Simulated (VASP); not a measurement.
# Si2W (I4/mmm) in VASP: notebook

The runs below take Si2W through single point, relaxation of cell and atoms, with PBE, r2SCAN.

All numbers are computed with VASP 6.6.1; they aren't measurements. Logs are shortened: lines on timing, memory, paths and dates and some standing lists are left out, and cuts for length are marked.

## Step 1: The cell of the first run

Symmetry: I4/mmm, No. 139, tetragonal system. Conventional cell: a = 3.230 Å, b = 3.230 Å, c = 7.862 Å, α = 90.00°, β = 90.00°, γ = 90.00°. Within 3.4 Å of Si (site symmetry 4mm) lie 9 Si at 2.60 to 3.23 Å and 5 W at 2.63 Å. Within 3.5 Å of W (site symmetry 4/mmm) lie 10 Si at 2.63 Å and 4 W at 3.23 Å.

## Step 2: Single point, PBE

INCAR reads:

```
SYSTEM = Si2W
ALGO     = Normal         ! electronic algorithm
EDIFF    = 1E-6           ! SCF threshold, eV
ENCUT    = 520            ! plane-wave cutoff, eV
GGA      = PE             ! functional
ISIF     = 2              ! what is computed and relaxed
ISMEAR   = 0              ! smearing method
LASPH    = .True.         ! aspherical terms in the spheres
LCHARG   = .False.        ! write CHGCAR
LREAL    = .False.        ! projectors in reciprocal space
LWAVE    = .False.        ! write WAVECAR
NBANDS   = 18             ! bands
NELM     = 100            ! most SCF steps
PREC     = Accurate       ! precision mode
SIGMA    = 0.05           ! smearing width, eV
```

KPOINTS reads:

```
k-points
0
Gamma
  8 8 8
  0 0 0
```

POSCAR reads:

```
Si2W
1.0
   -1.6151889914      1.6151889914      3.9311593246
    1.6151889914     -1.6151889914      3.9311593246
    1.6151889914      1.6151889914     -3.9311593246
Si W
2 1
Direct
    0.3348115378      0.3348115378      0.0000000000
    0.6651884622      0.6651884622      0.0000000000
    0.0000000000      0.0000000000      0.0000000000
```

Potentials or basis: VASP PAW PBE potentials, release 64 (Si, W_sv).

Started as:

```console
> cat potpaw_PBE.64/Si/POTCAR potpaw_PBE.64/W_sv/POTCAR > POTCAR
> mpirun -np 1 vasp_std > vasp.out
```

OUTCAR:

```text
SYSTEM = Si2W
   EDIFF = 1E-6
   ENCUT = 520
   GGA = PE
   ISIF = 2
   ISMEAR = 0
   LASPH = .True.
   LREAL = .False.
   NELM = 100
   PREC = Accurate

 ion  position               nearest neighbor table
   1  0.335  0.335  0.000-   2 2.60   3 2.63   3 2.63   3 2.63   3 2.63   3 2.63   2 2.65   2 2.65
                             2 2.65   2 2.65
   2  0.665  0.665  0.000-   1 2.60   3 2.63   3 2.63   3 2.63   3 2.63   3 2.63   1 2.65   1 2.65
                             1 2.65   1 2.65
   3  0.000  0.000  0.000-   2 2.63   2 2.63   1 2.63   2 2.63   1 2.63   1 2.63   2 2.63   1 2.63
                             1 2.63   2 2.63

  LATTYP: Found a body centered tetragonal cell.
 ALAT       =     3.2303779828
 C/A-ratio  =     2.4338695630

  Lattice vectors:

 A1 = (  -1.6151889914,   1.6151889914,   3.9311593246)
 A2 = (   1.6151889914,  -1.6151889914,   3.9311593246)
 A3 = (   1.6151889914,   1.6151889914,  -3.9311593246)

Analysis of symmetry for initial positions (statically):
=====================================================================
 Subroutine PRICEL returns:
 Original cell was already a primitive cell.

 Routine SETGRP: Setting up the symmetry group for a
 body centered tetragonal supercell.

 Subroutine GETGRP returns: Found 16 space group operations
 (whereof 16 operations were pure point group operations)
 out of a pool of 16 trial point group operations.

The static configuration has the point symmetry D_4h.

Analysis of symmetry for dynamics (positions and initial velocities):
=====================================================================
 Subroutine PRICEL returns:
 Original cell was already a primitive cell.

 Routine SETGRP: Setting up the symmetry group for a
 body centered tetragonal supercell.

 Subroutine GETGRP returns: Found 16 space group operations
 (whereof 16 operations were pure point group operations)
 out of a pool of 16 trial point group operations.

The dynamic configuration has the point symmetry D_4h.

 Subroutine INISYM returns: Found 16 space group operations
 (whereof 16 operations are pure point group operations),
 and found     1 'primitive' translations

----------------------------------------------------------------------------------------

                                     Primitive cell

  volume of cell :      41.0230

  direct lattice vectors                    reciprocal lattice vectors
    -1.615188991  1.615188991  3.931159325     0.000000000  0.309561298  0.127188943
     1.615188991 -1.615188991  3.931159325     0.309561298  0.000000000  0.127188943
     1.615188991  1.615188991 -3.931159325     0.309561298  0.309561298  0.000000000

  length of vectors
     4.546612430  4.546612430  4.546612430     0.334671816  0.334671816  0.437785785

  position of ions in fractional coordinates (direct lattice)
     0.334811538  0.334811538  0.000000000
     0.665188462  0.665188462  0.000000000
     0.000000000  0.000000000  0.000000000

  ion indices of the primitive-cell ions
   primitive index   ion index
                 1           1
                 2           2
                 3           3

----------------------------------------------------------------------------------------

 KPOINTS: k-points

Automatic generation of k-mesh.
 Grid dimensions read from file:
 generate k-points for:    8    8    8

 Generating k-lattice:

  Cartesian coordinates                     Fractional coordinates (reciprocal lattice)
     0.000000000  0.038695162  0.015898618     0.125000000  0.000000000 -0.000000000
     0.038695162  0.000000000  0.015898618     0.000000000  0.125000000 -0.000000000
     0.038695162  0.038695162  0.000000000     0.000000000  0.000000000  0.125000000

  Length of vectors
     0.041833977  0.041833977  0.054723223

  Shift w.r.t. Gamma in fractional coordinates (k-lattice)
     0.000000000  0.000000000  0.000000000

 Subroutine IBZKPT returns following result:
 ===========================================

 Found     59 irreducible k-points:

 Following reciprocal coordinates:
            Coordinates               Weight
  0.000000  0.000000  0.000000      1.000000
  0.125000  0.000000  0.000000      8.000000
  0.250000  0.000000  0.000000      8.000000
  0.375000  0.000000 -0.000000      8.000000
  0.500000  0.000000  0.000000      4.000000
  0.125000  0.125000  0.000000      8.000000
[... 16 lines left out ...]
  0.250000  0.125000  0.125000     16.000000
  0.375000  0.125000  0.125000      8.000000
 [... further k-points ...]
   k-points           NKPTS =     59   k-points in BZ     NKDIM =     59   number of bands    NBANDS=     18
   number of dos      NEDOS =    301   number of ions     NIONS =      3
   total plane-waves  NPLWV =  46656
   dimension x,y,z NGX =    36 NGY =   36 NGZ =   36
   dimension x,y,z NGXF=    72 NGYF=   72 NGZF=   72
   ions per type =               2   1
   NGX,Y,Z   is equivalent  to a cutoff of  13.16, 13.16, 13.16 a.u.
   NGXF,Y,Z  is equivalent  to a cutoff of  26.33, 26.33, 26.33 a.u.
 SYSTEM =  Si2W
   PREC   = accura    normal or accurate (medium, high low for compatibility)
   ISTART =      0    job   : 0-new  1-cont  2-samecut
   ICHARG =      2    charge: 1-file 2-atom 10-const
   ISPIN  =      1    spin polarized calculation?
   LNONCOLLINEAR =      F non collinear calculations
   LSORBIT =      F    spin-orbit coupling
   LASPH  =      T    aspherical Exc in radial PAW
   ENCUT  =  520.0 eV  38.22 Ry    6.18 a.u.   8.45  8.45  8.45*2*pi/ulx,y,z
   NELM   =    100;   NELMIN=  2; NELMDL= -5     # of ELM steps
   EDIFF  = 0.1E-05   stopping-criterion for ELM
   LREAL  =      F    real-space projection
   EDIFFG = 0.1E-04   stopping-criterion for IOM
   NSW    =      0    number of steps for IOM
   IBRION =     -1    ionic relax: 0-MD 1-quasi-New 2-CG
   NFREE  =      0    steps in history (QN), initial steepest desc. (CG)
   ISIF   =      2    stress and relaxation
   ISYM   =      2    0-nonsym 1-usesym 2-fastsym
   POTIM  = 0.5000    time-step for ionic-motion
   TEBEG  =    0.0;   TEEND  =   0.0 temperature during run
   PSTRESS=    0.0 pullay stress
   NELECT =      22.0000    total number of electrons
   NUPDOWN=      -1.0000    fix difference up-down
   EMIN   =  10.00;   EMAX   =-10.00  energy-range for DOS
   EFERMI =   0.00;   METHOD = LEGACY
   ISMEAR =     0;   SIGMA  =   0.05  broadening in eV -4-tet -1-fermi 0-gaus
   EFERMI_NEDOS =   21; number of points for ismear=-14 and -15
   IALGO  =     38    algorithm
   IMIX   =      4    mixing-type and parameters
     AMIX     =   0.40;   BMIX     =  1.00
     AMIX_MAG =   1.60;   BMIX_MAG =  1.00
  volume/ion in A,a.u.               =      13.67        92.28
  Fermi-wavevector in a.u.,A,eV,Ry     =   1.330066  2.513461 24.069744  1.769076
  Thomas-Fermi vector in A             =   2.459181
   LORBIT       =      0    0 simple, 1 ext, 2 COOP (PROOUT), +10 PAW based schemes
   GGA     = PE    functional components
   LHFCALC =     F    Hartree Fock is set to
   AEXX    =    0.0000 exact exchange contribution
   IVDW    =     0    specifies the selected vdW correction
   LEPSILON=     F    determine dielectric tensor
   LRPA    =     F    only Hartree local field effects (RPA)
 non-spin polarized calculation
 Gauss-broadening in eV      SIGMA  =   0.05
  energy-cutoff  :      520.00
  volume of cell :       41.02
 maximum number of plane-waves:      1130
 NGX is ok and might be reduce to    36
   NGX = 17   NGY = 17   NGZ = 17

 number of electron      22.0000000 magnetization

 Free energy of the ion-electron system (eV)
  ---------------------------------------------------
  ext. energy  EPLUGINS =         0.00000000
  ---------------------------------------------------
  free energy    TOTEN  =       -24.81582577 eV

  energy without entropy =      -24.81547057  energy(sigma->0) =      -24.81564817

 E-fermi :  11.6420     XC(G=0): -12.4594

 val. band max:       11.5254808927   @ k =  -0.2500  -0.3750   0.2500
 cond. band min:      11.6657633398   @ k =  -0.3750   0.5000   0.3750
 fundamental gap:      0.1402824472
 Fermi energy:        11.6420118440

 k-point     1 :       0.0000    0.0000    0.0000
  band No.  band energies     occupation
      1     -62.1219      2.00000
      2     -26.3742      2.00000
      3     -26.3545      2.00000
      4     -26.3545      2.00000
      5      -2.2039      2.00000
      6       4.9947      2.00000
[... 10 lines left out ...]
     17      17.3624      0.00000
     18      17.3624      0.00000

 k-point     2 :       0.1250    0.0000    0.0000
  band No.  band energies     occupation
      1     -62.1209      2.00000
      2     -26.3848      2.00000
      3     -26.3719      2.00000
      4     -26.3517      2.00000
      5      -1.9111      2.00000
      6       4.9940      2.00000
[... 10 lines left out ...]
     17      17.4540      0.00000
     18      18.3132      0.00000

 k-point     3 :       0.2500    0.0000    0.0000
  band No.  band energies     occupation
      1     -62.1185      2.00000
      2     -26.4573      2.00000
      3     -26.3665      2.00000
      4     -26.3451      2.00000
      5      -1.0641      2.00000
      6       4.6760      2.00000
[... 10 lines left out ...]
     17      18.6019      0.00000
     18      20.3099      0.00000

 k-point     4 :       0.3750    0.0000   -0.0000
  band No.  band energies     occupation
      1     -62.1160      2.00000
      2     -26.5289      2.00000
      3     -26.3609      2.00000
      4     -26.3384      2.00000
      5       0.2450      2.00000
      6       3.4921      2.00000
[... 375 lines left out ...]
      4     -26.3565      2.00000
      5      -0.1947      2.00000
      6       4.9477      2.00000
[... 10 lines left out ...]
     17      16.8219      0.00000
     18      20.0892      0.00000

 k-point    23 :       0.2500    0.1250    0.1250
  band No.  band energies     occupation
      1     -62.1126      2.00000
      2     -26.5153      2.00000
      3     -26.4368      2.00000
      4     -26.3506      2.00000
      5       0.9686      2.00000
      6       3.9137      2.00000
[... 10 lines left out ...]
     17      18.0212      0.00000
     18      20.0641      0.00000

 k-point    24 :       0.3750    0.1250    0.1250
  band No.  band energies     occupation
      1     -62.1116      2.00000
      2     -26.5439      2.00000
      3     -26.4334      2.00000
      4     -26.3482      2.00000
      5       2.1589      2.00000
      6       2.6890      2.00000
[... 10 lines left out ...]
     17      18.6097      0.00000
     18      20.0827      0.00000

 [... further k-points ...]
[... 5 lines left out ...]
  --------------------------------------------------------------------------------------
  -------------------------------------------------------------------------------------
  Total        0.0248111      0.0248111      0.0037669      0.0000000      0.0000000     -0.0000000
  in kB        0.9690125      0.9690125      0.1471183      0.0000000      0.0000000     -0.0000000
  external PRESSURE =       0.6950478 kB  Pullay stress =       0.0000000 kB

 VOLUME and BASIS-vectors are now :
 -----------------------------------------------------------------------------
  energy-cutoff  :      520.00
  volume of cell :       41.02
      direct lattice vectors                 reciprocal lattice vectors
    -1.615188991  1.615188991  3.931159325     0.000000000  0.309561298  0.127188943
     1.615188991 -1.615188991  3.931159325     0.309561298  0.000000000  0.127188943
     1.615188991  1.615188991 -3.931159325     0.309561298  0.309561298  0.000000000

 POSITION                                       TOTAL-FORCE (eV/Angst)
 -----------------------------------------------------------------------------------
      0.00000      0.00000      2.63239        -0.000000     -0.000000      0.000658
      0.00000      0.00000      5.22992         0.000000      0.000000     -0.000658
      0.00000      0.00000      0.00000         0.000000      0.000000     -0.000000
 -----------------------------------------------------------------------------------
    total drift:                                0.000000     -0.000000      0.000000

  FREE ENERGIE OF THE ION-ELECTRON SYSTEM (eV)
  ---------------------------------------------------
  free  energy   TOTEN  =       -24.8158257693 eV

  energy  without entropy=      -24.8154705700  energy(sigma->0) =      -24.81564817
```

Wall time 51 s (1 thread of Intel Xeon Platinum 8259CL at 2.50GHz (Skylake/Cascade Lake), shared host); peak memory 0.22 GiB.

What came out:

| Item | Value |
| --- | --- |
| Free energy | -24.8158 eV |
| Pressure | 0.1 GPa |
| Band gap on the k mesh | zero (bands 11 and 12 overlap by 1.17 eV) |

Caveat: spin-orbit coupling is left out, which moves the levels of the heavy elements.

(Continued in part 2 of 2.)

The gap in the log of VASP goes by the Fermi energy; the results here count the filled bands.